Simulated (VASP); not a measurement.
# W (Fd-3m) in VASP: notebook

The runs below take W through single point, relaxation of cell and atoms, with PBE.

All numbers are computed with VASP 6.6.1; they aren't measurements. Logs are shortened: lines on timing, memory, paths and dates and some standing lists are left out, and cuts for length are marked.

## (1) The cell of the first run

The structure is cubic, space group Fd-3m (No. 227). Conventional cell: a = 5.984 Å, b = 5.984 Å, c = 5.984 Å, α = 90.00°, β = 90.00°, γ = 90.00°. Within 3.4 Å of W (site symmetry -43m) lie 4 W at 2.59 Å.

## (2) Single point, PBE (volume scaled by 1.08)

INCAR reads:

```
SYSTEM = W
ALGO = Normal ; EDIFF = 1E-6
ENCUT = 520 ; GGA = PE
ISIF = 2 ; ISMEAR = -1
LASPH = .True. ; LCHARG = .False.
LREAL = .False. ; LWAVE = .False.
NBANDS = 21 ; NELM = 100
PREC = Accurate ; SIGMA = 0.1
```

KPOINTS reads:

```
k-points
0
Gamma
  11 11 11
  0 0 0
```

POSCAR reads:

```
W
1.0
    0.0000000000      2.9918342699      2.9918342699
    2.9918342699      0.0000000000      2.9918342699
    2.9918342699      2.9918342699      0.0000000000
W
2
Direct
    0.1250000000      0.1250000000      0.1250000000
    0.8750000000      0.8750000000      0.8750000000
```

Potentials or basis: VASP PAW PBE potentials, release 64 (W_sv).

Launch:

```bash
$ cat potpaw_PBE.64/W_sv/POTCAR > POTCAR
$ mpirun -np 1 vasp_std > vasp.out
```

OUTCAR:

```text
SYSTEM = W
   EDIFF = 1E-6
   ENCUT = 520
   GGA = PE
   ISIF = 2
   ISMEAR = -1
   LASPH = .True.
   LREAL = .False.
   NELM = 100
   PREC = Accurate

 ion  position               nearest neighbor table
   1  0.125  0.125  0.125-   2 2.59   2 2.59   2 2.59   2 2.59
   2  0.875  0.875  0.875-   1 2.59   1 2.59   1 2.59   1 2.59

  LATTYP: Found a face centered cubic cell.
 ALAT       =     5.9836685398

  Lattice vectors:

 A1 = (   0.0000000000,   2.9918342699,   2.9918342699)
 A2 = (   2.9918342699,   0.0000000000,   2.9918342699)
 A3 = (   2.9918342699,   2.9918342699,   0.0000000000)

Analysis of symmetry for initial positions (statically):
=====================================================================
 Subroutine PRICEL returns:
 Original cell was already a primitive cell.

 Routine SETGRP: Setting up the symmetry group for a
 face centered cubic supercell.

 Subroutine GETGRP returns: Found 48 space group operations
 (whereof 12 operations were pure point group operations)
 out of a pool of 48 trial point group operations.

The static configuration has the point symmetry D_3d.
 The point group associated with its full space group is O_h .

Analysis of symmetry for dynamics (positions and initial velocities):
=====================================================================
 Subroutine PRICEL returns:
 Original cell was already a primitive cell.

 Routine SETGRP: Setting up the symmetry group for a
 face centered cubic supercell.

 Subroutine GETGRP returns: Found 48 space group operations
 (whereof 12 operations were pure point group operations)
 out of a pool of 48 trial point group operations.

The dynamic configuration has the point symmetry D_3d.
 The point group associated with its full space group is O_h .

 Subroutine INISYM returns: Found 48 space group operations
 (whereof 12 operations are pure point group operations),
 and found     1 'primitive' translations

----------------------------------------------------------------------------------------

                                     Primitive cell

  volume of cell :      53.5602

  direct lattice vectors                    reciprocal lattice vectors
     0.000000000  2.991834270  2.991834270    -0.167121557  0.167121557  0.167121557
     2.991834270  0.000000000  2.991834270     0.167121557 -0.167121557  0.167121557
     2.991834270  2.991834270  0.000000000     0.167121557  0.167121557 -0.167121557

  length of vectors
     4.231092601  4.231092601  4.231092601     0.289463027  0.289463027  0.289463027

  position of ions in fractional coordinates (direct lattice)
     0.125000000  0.125000000  0.125000000
     0.875000000  0.875000000  0.875000000

  ion indices of the primitive-cell ions
   primitive index   ion index
                 1           1
                 2           2

----------------------------------------------------------------------------------------

 KPOINTS: k-points

Automatic generation of k-mesh.
 Grid dimensions read from file:
 generate k-points for:   11   11   11

 Generating k-lattice:

  Cartesian coordinates                     Fractional coordinates (reciprocal lattice)
    -0.015192869  0.015192869  0.015192869     0.090909091  0.000000000  0.000000000
     0.015192869 -0.015192869  0.015192869     0.000000000  0.090909091  0.000000000
     0.015192869  0.015192869 -0.015192869     0.000000000  0.000000000  0.090909091

  Length of vectors
     0.026314821  0.026314821  0.026314821

  Shift w.r.t. Gamma in fractional coordinates (k-lattice)
     0.000000000  0.000000000  0.000000000

 Subroutine IBZKPT returns following result:
 ===========================================

 Found     56 irreducible k-points:

 Following reciprocal coordinates:
            Coordinates               Weight
  0.000000  0.000000  0.000000      1.000000
  0.090909  0.000000  0.000000      8.000000
  0.181818  0.000000  0.000000      8.000000
  0.272727  0.000000  0.000000      8.000000
  0.363636  0.000000  0.000000      8.000000
  0.454545  0.000000  0.000000      8.000000
[... 16 lines left out ...]
 -0.272727  0.181818  0.000000     24.000000
 -0.181818  0.181818  0.000000     12.000000
 [... further k-points ...]
   k-points           NKPTS =     56   k-points in BZ     NKDIM =     56   number of bands    NBANDS=     21
   number of dos      NEDOS =    301   number of ions     NIONS =      2
   total plane-waves  NPLWV =  32768
   dimension x,y,z NGX =    32 NGY =   32 NGZ =   32
   dimension x,y,z NGXF=    64 NGYF=   64 NGZF=   64
   ions per type =               2
   NGX,Y,Z   is equivalent  to a cutoff of  12.57, 12.57, 12.57 a.u.
   NGXF,Y,Z  is equivalent  to a cutoff of  25.15, 25.15, 25.15 a.u.
 SYSTEM =  W
   PREC   = accura    normal or accurate (medium, high low for compatibility)
   ISTART =      0    job   : 0-new  1-cont  2-samecut
   ICHARG =      2    charge: 1-file 2-atom 10-const
   ISPIN  =      1    spin polarized calculation?
   LNONCOLLINEAR =      F non collinear calculations
   LSORBIT =      F    spin-orbit coupling
   LASPH  =      T    aspherical Exc in radial PAW
   ENCUT  =  520.0 eV  38.22 Ry    6.18 a.u.   7.87  7.87  7.87*2*pi/ulx,y,z
   NELM   =    100;   NELMIN=  2; NELMDL= -5     # of ELM steps
   EDIFF  = 0.1E-05   stopping-criterion for ELM
   LREAL  =      F    real-space projection
   EDIFFG = 0.1E-04   stopping-criterion for IOM
   NSW    =      0    number of steps for IOM
   IBRION =     -1    ionic relax: 0-MD 1-quasi-New 2-CG
   NFREE  =      0    steps in history (QN), initial steepest desc. (CG)
   ISIF   =      2    stress and relaxation
   ISYM   =      2    0-nonsym 1-usesym 2-fastsym
   POTIM  = 0.5000    time-step for ionic-motion
   TEBEG  =    0.0;   TEEND  =   0.0 temperature during run
   PSTRESS=    0.0 pullay stress
   NELECT =      28.0000    total number of electrons
   NUPDOWN=      -1.0000    fix difference up-down
   EMIN   =  10.00;   EMAX   =-10.00  energy-range for DOS
   EFERMI =   0.00;   METHOD = LEGACY
   ISMEAR =    -1;   SIGMA  =   0.10  broadening in eV -4-tet -1-fermi 0-gaus
   EFERMI_NEDOS =   21; number of points for ismear=-14 and -15
   IALGO  =     38    algorithm
   IMIX   =      4    mixing-type and parameters
     AMIX     =   0.40;   BMIX     =  1.00
     AMIX_MAG =   1.60;   BMIX_MAG =  1.00
  volume/ion in A,a.u.               =      26.78       180.72
  Fermi-wavevector in a.u.,A,eV,Ry     =   1.318803  2.492177 23.663821  1.739242
  Thomas-Fermi vector in A             =   2.448747
   LORBIT       =      0    0 simple, 1 ext, 2 COOP (PROOUT), +10 PAW based schemes
   GGA     = PE    functional components
   LHFCALC =     F    Hartree Fock is set to
   AEXX    =    0.0000 exact exchange contribution
   IVDW    =     0    specifies the selected vdW correction
   LEPSILON=     F    determine dielectric tensor
   LRPA    =     F    only Hartree local field effects (RPA)
 non-spin polarized calculation
  energy-cutoff  :      520.00
  volume of cell :       53.56
 maximum number of plane-waves:      1459
   NGX = 15   NGY = 15   NGZ = 15

 number of electron      27.9999998 magnetization

 Free energy of the ion-electron system (eV)
  ---------------------------------------------------
  ext. energy  EPLUGINS =         0.00000000
  ---------------------------------------------------
  free energy    TOTEN  =       -20.54969781 eV

  energy without entropy =      -20.44952001  energy(sigma->0) =      -20.49960891

 E-fermi :   4.4943     XC(G=0): -10.3995

 val. band max:        4.4921656663   @ k =  -0.2727   0.1818   0.0000
 cond. band min:       4.5006377795   @ k =   0.3636   0.0909   0.0000
 fundamental gap:      0.0084721131
 Fermi energy:         4.4943203713

 k-point     1 :       0.0000    0.0000    0.0000
  band No.  band energies     occupation
      1     -68.7328      2.00000
      2     -68.5029      2.00000
      3     -33.2188      2.00000
      4     -33.2188      2.00000
      5     -33.2188      2.00000
      6     -32.4903      2.00000
[... 13 lines left out ...]
     20      14.7909      0.00000
     21      14.8019      0.00000

 k-point     2 :       0.0909    0.0000    0.0000
  band No.  band energies     occupation
      1     -68.7294      2.00000
      2     -68.5063      2.00000
      3     -33.2256      2.00000
      4     -33.2256      2.00000
      5     -33.2173      2.00000
      6     -32.4925      2.00000
[... 13 lines left out ...]
     20      14.4957      0.00000
     21      14.9438      0.00000

 k-point     3 :       0.1818    0.0000    0.0000
  band No.  band energies     occupation
      1     -68.7195      2.00000
      2     -68.5163      2.00000
      3     -33.2430      2.00000
      4     -33.2430      2.00000
      5     -33.2134      2.00000
      6     -32.4985      2.00000
[... 13 lines left out ...]
     20      13.5326      0.00000
     21      14.2859      0.00000

 k-point     4 :       0.2727    0.0000    0.0000
  band No.  band energies     occupation
      1     -68.7050      2.00000
      2     -68.5312      2.00000
      3     -33.2647      2.00000
      4     -33.2647      2.00000
      5     -33.2084      2.00000
      6     -32.5061      2.00000
[... 13 lines left out ...]
     20      11.6284      0.00000
     21      14.0269      0.00000

 k-point     5 :       0.3636    0.0000    0.0000
  band No.  band energies     occupation
      1     -68.6890      2.00000
      2     -68.5474      2.00000
      3     -33.2837      2.00000
      4     -33.2837      2.00000
      5     -33.2041      2.00000
      6     -32.5128      2.00000
[... 13 lines left out ...]
     20      10.0102      0.00000
     21      13.9477      0.00000
[... 382 lines left out ...]
     20       9.0360      0.00000
     21      11.8868      0.00000

 k-point    22 :      -0.3636    0.1818    0.0000
  band No.  band energies     occupation
      1     -68.6691      2.00000
      2     -68.5675      2.00000
      3     -33.3567      2.00000
      4     -33.3053      2.00000
      5     -33.1034      2.00000
      6     -32.6135      2.00000
[... 13 lines left out ...]
     20       9.3780      0.00000
     21      11.7909      0.00000

 k-point    23 :      -0.2727    0.1818    0.0000
  band No.  band energies     occupation
      1     -68.6836      2.00000
      2     -68.5528      2.00000
      3     -33.3412      2.00000
      4     -33.2854      2.00000
      5     -33.1298      2.00000
      6     -32.5859      2.00000
[... 13 lines left out ...]
     20      10.5130      0.00000
     21      11.9958      0.00000

 k-point    24 :      -0.1818    0.1818    0.0000
  band No.  band energies     occupation
      1     -68.6995      2.00000
      2     -68.5367      2.00000
      3     -33.3123      2.00000
      4     -33.2639      2.00000
      5     -33.1625      2.00000
      6     -32.5519      2.00000
[... 13 lines left out ...]
     20      11.9852      0.00000
     21      12.6285      0.00000

 [... further k-points ...]
[... 5 lines left out ...]
  --------------------------------------------------------------------------------------
  -------------------------------------------------------------------------------------
  Total       -2.5859168     -2.5859168     -2.5859168     -0.0000000      0.0000000     -0.0000000
  in kB      -77.3539571    -77.3539571    -77.3539571     -0.0000000      0.0000000     -0.0000000
  external PRESSURE =     -77.3539571 kB  Pullay stress =       0.0000000 kB

 VOLUME and BASIS-vectors are now :
 -----------------------------------------------------------------------------
  energy-cutoff  :      520.00
  volume of cell :       53.56
      direct lattice vectors                 reciprocal lattice vectors
     0.000000000  2.991834270  2.991834270    -0.167121557  0.167121557  0.167121557
     2.991834270  0.000000000  2.991834270     0.167121557 -0.167121557  0.167121557
     2.991834270  2.991834270  0.000000000     0.167121557  0.167121557 -0.167121557

 POSITION                                       TOTAL-FORCE (eV/Angst)
 -----------------------------------------------------------------------------------
      0.74796      0.74796      0.74796         0.000000      0.000000      0.000000
      5.23571      5.23571      5.23571        -0.000000     -0.000000     -0.000000
 -----------------------------------------------------------------------------------
    total drift:                                0.000000      0.000000     -0.000000

  FREE ENERGIE OF THE ION-ELECTRON SYSTEM (eV)
  ---------------------------------------------------
  free  energy   TOTEN  =       -20.5496978062 eV

  energy  without entropy=      -20.4495200083  energy(sigma->0) =      -20.49960891
```

Run time: 15 s. Hardware: 1 thread of Intel Xeon 6975P-C (Granite Rapids), shared host; peak memory 0.19 GiB.

What came out:

```
Free energy            : -20.5497 eV
Pressure               : -7.7 GPa
Band gap on the k mesh : zero (band 14 reaches 4.99 eV, above the bottom of band 15 at 3.99 eV)
```

Levels at points of the mesh, in eV from the Fermi level:
| k point | band 10 | band 11 | band 12 | band 13 | band 14 | band 15 | band 16 | band 17 | band 18 | band 19 |
| --- | --- | --- | --- | --- | --- | --- | --- | --- | --- | --- |
| (0.00, 0.00, 0.00) | -1.58 | -1.58 | -1.00 | -1.00 | -1.00 | 1.45 | 1.45 | 1.45 | 4.79 | 4.79 |

Caveat: spin-orbit coupling is left out, which moves the levels of the heavy elements.

## (3) Single point, PBE (volume scaled by 1.12)

INCAR reads:

```
SYSTEM = W
  PREC = Accurate
  ENCUT = 520
  EDIFF = 1E-7
  ISMEAR = -1
  SIGMA = 0.1
  LREAL = .FALSE.
  LASPH = .TRUE.
  NELM = 100
  ALGO = Normal
  ISIF = 2
  LWAVE = .FALSE.
  LCHARG = .FALSE.
  GGA = PE
  NBANDS = 21
```

KPOINTS reads:

```
Automatic mesh
0
G
  11 11 11
  0 0 0
```

POSCAR reads:

```
W
1.0
    0.0000000000      3.0283236499      3.0283236499
    3.0283236499      0.0000000000      3.0283236499
    3.0283236499      3.0283236499      0.0000000000
W
2
Direct
    0.1250000000      0.1250000000      0.1250000000
    0.8750000000      0.8750000000      0.8750000000
```

Potentials or basis: VASP PAW PBE potentials, release 64 (W_sv).

Launch:

```bash
$ cat potpaw_PBE.64/W_sv/POTCAR > POTCAR
$ mpirun -np 1 vasp_std > vasp.out
```

OUTCAR:

```text
SYSTEM = W
   PREC = Accurate
   ENCUT = 520
   EDIFF = 1E-7
   ISMEAR = -1
   LREAL = .FALSE.
   LASPH = .TRUE.
   NELM = 100
   ISIF = 2
   GGA = PE

 ion  position               nearest neighbor table
   1  0.125  0.125  0.125-   2 2.62   2 2.62   2 2.62   2 2.62
   2  0.875  0.875  0.875-   1 2.62   1 2.62   1 2.62   1 2.62

  LATTYP: Found a face centered cubic cell.
 ALAT       =     6.0566472998

  Lattice vectors:

 A1 = (   0.0000000000,   3.0283236499,   3.0283236499)
 A2 = (   3.0283236499,   0.0000000000,   3.0283236499)
 A3 = (   3.0283236499,   3.0283236499,   0.0000000000)

Analysis of symmetry for initial positions (statically):
=====================================================================
 Subroutine PRICEL returns:
 Original cell was already a primitive cell.

 Routine SETGRP: Setting up the symmetry group for a
 face centered cubic supercell.

 Subroutine GETGRP returns: Found 48 space group operations
 (whereof 12 operations were pure point group operations)
 out of a pool of 48 trial point group operations.

The static configuration has the point symmetry D_3d.
 The point group associated with its full space group is O_h .

Analysis of symmetry for dynamics (positions and initial velocities):
=====================================================================
 Subroutine PRICEL returns:
 Original cell was already a primitive cell.

 Routine SETGRP: Setting up the symmetry group for a
 face centered cubic supercell.

 Subroutine GETGRP returns: Found 48 space group operations
 (whereof 12 operations were pure point group operations)
 out of a pool of 48 trial point group operations.

The dynamic configuration has the point symmetry D_3d.
 The point group associated with its full space group is O_h .

 Subroutine INISYM returns: Found 48 space group operations
[... 102 lines left out ...]
   NFREE  =      0    steps in history (QN), initial steepest desc. (CG)
   ISIF   =      2    stress and relaxation
   ISYM   =      2    0-nonsym 1-usesym 2-fastsym
   POTIM  = 0.5000    time-step for ionic-motion
   TEBEG  =    0.0;   TEEND  =   0.0 temperature during run
   PSTRESS=    0.0 pullay stress
   NELECT =      28.0000    total number of electrons
   NUPDOWN=      -1.0000    fix difference up-down
   EMIN   =  10.00;   EMAX   =-10.00  energy-range for DOS
   EFERMI =   0.00;   METHOD = LEGACY
   ISMEAR =    -1;   SIGMA  =   0.10  broadening in eV -4-tet -1-fermi 0-gaus
   EFERMI_NEDOS =   21; number of points for ismear=-14 and -15
   IALGO  =     38    algorithm
   IMIX   =      4    mixing-type and parameters
     AMIX     =   0.40;   BMIX     =  1.00
     AMIX_MAG =   1.60;   BMIX_MAG =  1.00
  volume/ion in A,a.u.               =      27.77       187.41
  Fermi-wavevector in a.u.,A,eV,Ry     =   1.302912  2.462147 23.096988  1.697581
  Thomas-Fermi vector in A             =   2.433949
   LORBIT       =      0    0 simple, 1 ext, 2 COOP (PROOUT), +10 PAW based schemes
   GGA     = PE    functional components
   LHFCALC =     F    Hartree Fock is set to
   AEXX    =    0.0000 exact exchange contribution
   IVDW    =     0    specifies the selected vdW correction
   LEPSILON=     F    determine dielectric tensor
   LRPA    =     F    only Hartree local field effects (RPA)
 non-spin polarized calculation
  energy-cutoff  :      520.00
  volume of cell :       55.54
 maximum number of plane-waves:      1510
   NGX = 15   NGY = 15   NGZ = 15

 number of electron      27.9999997 magnetization

 Free energy of the ion-electron system (eV)
  ---------------------------------------------------
  ext. energy  EPLUGINS =         0.00000000
  ---------------------------------------------------
  free energy    TOTEN  =       -20.43548223 eV

  energy without entropy =      -20.33203079  energy(sigma->0) =      -20.38375651

 E-fermi :   4.1812     XC(G=0): -10.2269

 val. band max:        4.1750023559   @ k =  -0.2727   0.1818   0.0000
 cond. band min:       4.1944608140   @ k =   0.3636   0.0909   0.0000
 fundamental gap:      0.0194584581
 Fermi energy:         4.1812193205

 k-point     1 :       0.0000    0.0000    0.0000
  band No.  band energies     occupation
      1     -69.0927      2.00000
      2     -68.8942      2.00000
      3     -33.5384      2.00000
      4     -33.5384      2.00000
      5     -33.5384      2.00000
      6     -32.8822      2.00000
[... 565 lines left out ...]
     20      11.3639      0.00000
     21      12.0171      0.00000

 [... further k-points ...]
[... 5 lines left out ...]
  --------------------------------------------------------------------------------------
  -------------------------------------------------------------------------------------
  Total       -3.7220522     -3.7220522     -3.7220522      0.0000000      0.0000000     -0.0000000
  in kB     -107.3633823   -107.3633823   -107.3633823      0.0000000      0.0000000     -0.0000000
  external PRESSURE =    -107.3633823 kB  Pullay stress =       0.0000000 kB

 VOLUME and BASIS-vectors are now :
 -----------------------------------------------------------------------------
  energy-cutoff  :      520.00
  volume of cell :       55.54
      direct lattice vectors                 reciprocal lattice vectors
     0.000000000  3.028323650  3.028323650    -0.165107848  0.165107848  0.165107848
     3.028323650  0.000000000  3.028323650     0.165107848 -0.165107848  0.165107848
     3.028323650  3.028323650  0.000000000     0.165107848  0.165107848 -0.165107848

 POSITION                                       TOTAL-FORCE (eV/Angst)
 -----------------------------------------------------------------------------------
      0.75708      0.75708      0.75708        -0.000000     -0.000000      0.000000
      5.29957      5.29957      5.29957         0.000000      0.000000     -0.000000
 -----------------------------------------------------------------------------------
    total drift:                                0.000000      0.000000     -0.000000

  FREE ENERGIE OF THE ION-ELECTRON SYSTEM (eV)
  ---------------------------------------------------
  free  energy   TOTEN  =       -20.4354822300 eV

  energy  without entropy=      -20.3320307930  energy(sigma->0) =      -20.38375651
```

Wall time 17 s (1 thread of Intel Xeon 6975P-C (Granite Rapids), shared host); peak memory 0.19 GiB.

What came out:

```yaml
Free_energy: -20.4355 eV
Pressure: -10.7 GPa
Band_gap_on_the_k_mesh: zero (band 14 reaches 4.65 eV, above the bottom of band 15 at 3.66 eV)
```

Caveat: spin-orbit coupling is left out, which moves the levels of the heavy elements.

(Continued in part 2 of 2.)
